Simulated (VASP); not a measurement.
# CaF2 (Fluorite) (Fm-3m) in VASP: a series of runs

CaF2 (Fluorite) is run at these levels: PBEsol; tasks: single point.

All numbers are computed with VASP 6.6.1; they aren't measurements. Logs are shortened: lines on timing, memory, paths and dates and some standing lists are left out, and cuts for length are marked.

## (1) The cell of the first run

The structure is cubic, space group Fm-3m (No. 225). Conventional cell: a = 5.557 Å, b = 5.557 Å, c = 5.557 Å, α = 90.00°, β = 90.00°, γ = 90.00°. Within 3.2 Å of Ca (site symmetry m-3m) lie 8 F at 2.41 Å. Within 3.2 Å of F (site symmetry -43m) lie 4 Ca at 2.41 Å and 6 F at 2.78 Å.

## (2) Single point, PBEsol

File INCAR:

```
PREC = Accurate ; ENCUT = 600
EDIFF = 1E-6 ; ISMEAR = -1
SIGMA = 0.02 ; LREAL = False
LASPH = True ; NELM = 120
ALGO = Normal ; ISIF = 2
LWAVE = False ; LCHARG = False
GGA = PS ; NBANDS = 19
GGA_COMPAT = False
```

File KPOINTS:

```
regular mesh
0
Gamma
  6 6 6
```

File POSCAR:

```
CaF2
1.0
    0.0000000000      2.7787126793      2.7787126793
    2.7787126793      0.0000000000      2.7787126793
    2.7787126793      2.7787126793      0.0000000000
Ca F
1 2
Direct
    0.0000000000      0.0000000000      0.0000000000
    0.2500000000      0.2500000000      0.2500000000
    0.7500000000      0.7500000000      0.7500000000
```

Potentials or basis: VASP PAW PBE potentials, release 64 (Ca_sv, F).

The run is started by

```
$ cat potpaw_PBE.64/Ca_sv/POTCAR potpaw_PBE.64/F/POTCAR > POTCAR
$ mpirun -np 1 vasp_std > vasp.out
```

OUTCAR:

```text
PREC = Accurate
   ENCUT = 600
   EDIFF = 1E-6
   ISMEAR = -1
   LREAL = False
   LASPH = True
   NELM = 120
   ISIF = 2
   GGA = PS

 ion  position               nearest neighbor table
   1  0.000  0.000  0.000-   3 2.41   3 2.41   3 2.41   2 2.41   3 2.41   2 2.41   2 2.41   2 2.41

   2  0.250  0.250  0.250-   1 2.41   1 2.41   1 2.41   1 2.41
   3  0.750  0.750  0.750-   1 2.41   1 2.41   1 2.41   1 2.41

  LATTYP: Found a face centered cubic cell.
 ALAT       =     5.5574253586

  Lattice vectors:

 A1 = (   0.0000000000,   2.7787126793,   2.7787126793)
 A2 = (   2.7787126793,   0.0000000000,   2.7787126793)
 A3 = (   2.7787126793,   2.7787126793,   0.0000000000)

Analysis of symmetry for initial positions (statically):
=====================================================================
 Subroutine PRICEL returns:
 Original cell was already a primitive cell.

 Routine SETGRP: Setting up the symmetry group for a
 face centered cubic supercell.

 Subroutine GETGRP returns: Found 48 space group operations
 (whereof 48 operations were pure point group operations)
 out of a pool of 48 trial point group operations.

The static configuration has the point symmetry O_h .

Analysis of symmetry for dynamics (positions and initial velocities):
=====================================================================
 Subroutine PRICEL returns:
 Original cell was already a primitive cell.

 Routine SETGRP: Setting up the symmetry group for a
 face centered cubic supercell.

 Subroutine GETGRP returns: Found 48 space group operations
 (whereof 48 operations were pure point group operations)
 out of a pool of 48 trial point group operations.

The dynamic configuration has the point symmetry O_h .

 Subroutine INISYM returns: Found 48 space group operations
 (whereof 48 operations are pure point group operations),
 and found     1 'primitive' translations

----------------------------------------------------------------------------------------

                                     Primitive cell

  volume of cell :      42.9102

  direct lattice vectors                    reciprocal lattice vectors
     0.000000000  2.778712679  2.778712679    -0.179939439  0.179939439  0.179939439
     2.778712679  0.000000000  2.778712679     0.179939439 -0.179939439  0.179939439
     2.778712679  2.778712679  0.000000000     0.179939439  0.179939439 -0.179939439

[... 72 lines left out ...]
   LSORBIT =      F    spin-orbit coupling
   LASPH  =      T    aspherical Exc in radial PAW
   ENCUT  =  600.0 eV  44.10 Ry    6.64 a.u.   7.85  7.85  7.85*2*pi/ulx,y,z
   NELM   =    120;   NELMIN=  2; NELMDL= -5     # of ELM steps
   EDIFF  = 0.1E-05   stopping-criterion for ELM
   LREAL  =      F    real-space projection
   EDIFFG = 0.1E-04   stopping-criterion for IOM
   NSW    =      0    number of steps for IOM
   IBRION =     -1    ionic relax: 0-MD 1-quasi-New 2-CG
   NFREE  =      0    steps in history (QN), initial steepest desc. (CG)
   ISIF   =      2    stress and relaxation
   ISYM   =      2    0-nonsym 1-usesym 2-fastsym
   POTIM  = 0.5000    time-step for ionic-motion
   TEBEG  =    0.0;   TEEND  =   0.0 temperature during run
   PSTRESS=    0.0 pullay stress
   NELECT =      24.0000    total number of electrons
   NUPDOWN=      -1.0000    fix difference up-down
   EMIN   =  10.00;   EMAX   =-10.00  energy-range for DOS
   EFERMI =   0.00;   METHOD = LEGACY
   ISMEAR =    -1;   SIGMA  =   0.02  broadening in eV -4-tet -1-fermi 0-gaus
   EFERMI_NEDOS =   21; number of points for ismear=-14 and -15
   IALGO  =     38    algorithm
   IMIX   =      4    mixing-type and parameters
     AMIX     =   0.40;   BMIX     =  1.00
     AMIX_MAG =   1.60;   BMIX_MAG =  1.00
  volume/ion in A,a.u.               =      14.30        96.52
  Fermi-wavevector in a.u.,A,eV,Ry     =   1.348833  2.548925 24.753776  1.819351
  Thomas-Fermi vector in A             =   2.476470
   LORBIT       =      0    0 simple, 1 ext, 2 COOP (PROOUT), +10 PAW based schemes
   GGA     = PS    functional components
   LHFCALC =     F    Hartree Fock is set to
   AEXX    =    0.0000 exact exchange contribution
   IVDW    =     0    specifies the selected vdW correction
   LEPSILON=     F    determine dielectric tensor
   LRPA    =     F    only Hartree local field effects (RPA)
 non-spin polarized calculation
  energy-cutoff  :      600.00
  volume of cell :       42.91
 maximum number of plane-waves:      1459
   NGX = 15   NGY = 15   NGZ = 15

 number of electron      24.0000016 magnetization

 Free energy of the ion-electron system (eV)
  ---------------------------------------------------
  ext. energy  EPLUGINS =         0.00000000
  ---------------------------------------------------
  free energy    TOTEN  =       -17.85889747 eV

  energy without entropy =      -17.85889747  energy(sigma->0) =      -17.85889747

 E-fermi :  -0.8295     XC(G=0):  -9.6310

 val. band max:       -1.3505285260   @ k =   0.5000   0.5000   0.0000
 cond. band min:       5.4535943264   @ k =   0.0000   0.0000   0.0000
 fundamental gap:      6.8041228524
 Fermi energy:        -0.8295331277

 k-point     1 :       0.0000    0.0000    0.0000
  band No.  band energies     occupation
      1     -37.4148      2.00000
      2     -21.0475      2.00000
      3     -20.3368      2.00000
      4     -18.4371      2.00000
      5     -18.4371      2.00000
      6     -18.4371      2.00000
[... 329 lines left out ...]
      6     -17.9625      2.00000
[... 11 lines left out ...]
     18      12.5400      0.00000
     19      12.6486      0.00000

------------------------ aborting loop because EDIFF is reached ----------------------------------------

  FORCE on cell =-STRESS in cart. coord.  units (eV):
  Direction    XX          YY          ZZ          XY          YZ          ZX
  --------------------------------------------------------------------------------------
  -------------------------------------------------------------------------------------
  Total       -1.4316597     -1.4316597     -1.4316597      0.0000000      0.0000000      0.0000000
  in kB      -53.4551380    -53.4551380    -53.4551380      0.0000000      0.0000000      0.0000000
  external PRESSURE =     -53.4551380 kB  Pullay stress =       0.0000000 kB

 VOLUME and BASIS-vectors are now :
 -----------------------------------------------------------------------------
  energy-cutoff  :      600.00
  volume of cell :       42.91
      direct lattice vectors                 reciprocal lattice vectors
     0.000000000  2.778712679  2.778712679    -0.179939439  0.179939439  0.179939439
     2.778712679  0.000000000  2.778712679     0.179939439 -0.179939439  0.179939439
     2.778712679  2.778712679  0.000000000     0.179939439  0.179939439 -0.179939439

 POSITION                                       TOTAL-FORCE (eV/Angst)
 -----------------------------------------------------------------------------------
      0.00000      0.00000      0.00000        -0.000000     -0.000000      0.000000
      1.38936      1.38936      1.38936         0.000000      0.000000     -0.000000
      4.16807      4.16807      4.16807        -0.000000     -0.000000      0.000000
 -----------------------------------------------------------------------------------
    total drift:                                0.000000     -0.000000      0.000000

  FREE ENERGIE OF THE ION-ELECTRON SYSTEM (eV)
  ---------------------------------------------------
  free  energy   TOTEN  =       -17.8588974687 eV

  energy  without entropy=      -17.8588974687  energy(sigma->0) =      -17.85889747
```

OSZICAR:

```text
N       E                     dE             d eps       ncg     rms          rms(c)
DAV:   1     0.221884444506E+03    0.22188E+03   -0.14529E+04   608   0.142E+03
DAV:   2    -0.731083132902E+01   -0.22920E+03   -0.22157E+03   741   0.352E+02
DAV:   3    -0.185922043042E+02   -0.11281E+02   -0.11239E+02   687   0.829E+01
DAV:   4    -0.189515154001E+02   -0.35931E+00   -0.35838E+00   953   0.120E+01
DAV:   5    -0.189545765827E+02   -0.30612E-02   -0.30611E-02   698   0.118E+00    0.742E+00
DAV:   6    -0.178584837818E+02    0.10961E+01   -0.46183E+00   656   0.146E+01    0.308E+00
DAV:   7    -0.178447310525E+02    0.13753E-01   -0.10969E-01   715   0.329E+00    0.172E+00
DAV:   8    -0.178554432997E+02   -0.10712E-01   -0.37044E-02   690   0.215E+00    0.216E-01
DAV:   9    -0.178580147341E+02   -0.25714E-02   -0.83508E-03   740   0.636E-01    0.140E-01
DAV:  10    -0.178588829706E+02   -0.86824E-03   -0.20323E-03   640   0.382E-01    0.224E-02
DAV:  11    -0.178588908437E+02   -0.78732E-05   -0.55878E-05   710   0.748E-02    0.753E-03
DAV:  12    -0.178588976492E+02   -0.68055E-05   -0.12516E-05   656   0.248E-02    0.294E-03
DAV:  13    -0.178588974687E+02    0.18046E-06   -0.13179E-06   604   0.894E-03
   1 F= -.17858897E+02 E0= -.17858897E+02  d E =-.916518E-13
```

stdout:

```text
POSCAR found type information on POSCAR CaF
 POSCAR found :  2 types and       3 ions
 scaLAPACK will be used
 -----------------------------------------------------------------------------
|                                                                             |
|                                                                             |
|     You enforced a specific xc type in the INCAR file but a different       |
|     I HOPE YOU KNOW WHAT YOU ARE DOING!                                     |
|                                                                             |
 -----------------------------------------------------------------------------

 LDA part: xc-table for (Slater+PW92), standard interpolation
 POSCAR, INCAR and KPOINTS ok, starting setup
 FFT: planning ... GRIDC
 FFT: planning ... GRID_SOFT
 FFT: planning ... GRID
 WAVECAR not read
 entering main loop
```

Wall time 20 s (1 thread of AMD EPYC 9R45 (Zen 5), shared host); peak memory 0.14 GiB.

What came out:

```
Free energy            : -17.8589 eV
Pressure               : -5.3 GPa
Band gap on the k mesh : 6.80 eV, indirect (least direct gap 7.05 eV)
```

Caveat: the PAW data sets were made with another functional, which shifts forces and pressure a little. As with any semilocal functional, this PBEsol gap is likely too small.

## (3) Single point, PBEsol

This run uses another cell than the first one, of 14.67 Å³/atom, 1.025 times its volume.

File INCAR:

```
SYSTEM = CaF2
  ALGO = Normal
  EDIFF = 1E-6
  ENCUT = 600
  GGA = PS
  GGA_COMPAT = .FALSE.
  ISIF = 2
  ISMEAR = -1
  LASPH = .TRUE.
  LCHARG = .FALSE.
  LREAL = .FALSE.
  LWAVE = .FALSE.
  NBANDS = 19
  NELM = 120
  PREC = Accurate
  SIGMA = 0.02
```

File KPOINTS:

```
k-points
0
G
  6 6 6
  0 0 0
```

File POSCAR:

```
CaF2
1.0
    0.0000000000      2.8019665862      2.8019665862
    2.8019665862      0.0000000000      2.8019665862
    2.8019665862      2.8019665862      0.0000000000
Ca F
1 2
Direct
    0.0000000000      0.0000000000      0.0000000000
    0.2500000000      0.2500000000      0.2500000000
    0.7500000000      0.7500000000      0.7500000000
```

Potentials or basis: VASP PAW PBE potentials, release 64 (Ca_sv, F).

The run is started by

```
$ cat potpaw_PBE.64/Ca_sv/POTCAR potpaw_PBE.64/F/POTCAR > POTCAR
$ mpirun -np 1 vasp_std > vasp.out
```

OUTCAR:

```text
SYSTEM = CaF2
   EDIFF = 1E-6
   ENCUT = 600
   GGA = PS
   ISIF = 2
   ISMEAR = -1
   LASPH = .TRUE.
   LREAL = .FALSE.
   NELM = 120
   PREC = Accurate

 ion  position               nearest neighbor table
   1  0.000  0.000  0.000-   2 2.43   3 2.43   3 2.43   3 2.43   3 2.43   2 2.43   2 2.43   2 2.43

   2  0.250  0.250  0.250-   1 2.43   1 2.43   1 2.43   1 2.43
   3  0.750  0.750  0.750-   1 2.43   1 2.43   1 2.43   1 2.43

  LATTYP: Found a face centered cubic cell.
 ALAT       =     5.6039331724

  Lattice vectors:

[... 530 lines left out ...]

  FORCE on cell =-STRESS in cart. coord.  units (eV):
  Direction    XX          YY          ZZ          XY          YZ          ZX
  --------------------------------------------------------------------------------------
  -------------------------------------------------------------------------------------
  Total       -1.8689793     -1.8689793     -1.8689793      0.0000000      0.0000000     -0.0000000
  in kB      -68.0606702    -68.0606702    -68.0606702      0.0000000      0.0000000     -0.0000000
  external PRESSURE =     -68.0606702 kB  Pullay stress =       0.0000000 kB

 VOLUME and BASIS-vectors are now :
 -----------------------------------------------------------------------------
  energy-cutoff  :      600.00
  volume of cell :       44.00
      direct lattice vectors                 reciprocal lattice vectors
     0.000000000  2.801966586  2.801966586    -0.178446097  0.178446097  0.178446097
     2.801966586  0.000000000  2.801966586     0.178446097 -0.178446097  0.178446097
     2.801966586  2.801966586  0.000000000     0.178446097  0.178446097 -0.178446097

 POSITION                                       TOTAL-FORCE (eV/Angst)
 -----------------------------------------------------------------------------------
      0.00000      0.00000      0.00000         0.000000      0.000000     -0.000000
      1.40098      1.40098      1.40098        -0.000000     -0.000000     -0.000000
      4.20295      4.20295      4.20295         0.000000      0.000000      0.000000
 -----------------------------------------------------------------------------------
    total drift:                                0.000000     -0.000000      0.000000

  FREE ENERGIE OF THE ION-ELECTRON SYSTEM (eV)
  ---------------------------------------------------
  free  energy   TOTEN  =       -17.8200907951 eV

  energy  without entropy=      -17.8200907951  energy(sigma->0) =      -17.82009080
```

Run time: 21 s. Hardware: 1 thread of AMD EPYC 9R45 (Zen 5), shared host; peak memory 0.14 GiB.

What came out:

| Property | Result |
| --- | --- |
| Free energy | -17.8201 eV |
| Pressure | -6.8 GPa |
| Band gap on the k mesh | 6.67 eV, indirect (least direct gap 6.91 eV) |

Caveat: the PAW data sets were made with another functional, which shifts forces and pressure a little. A k mesh can miss the band edges.
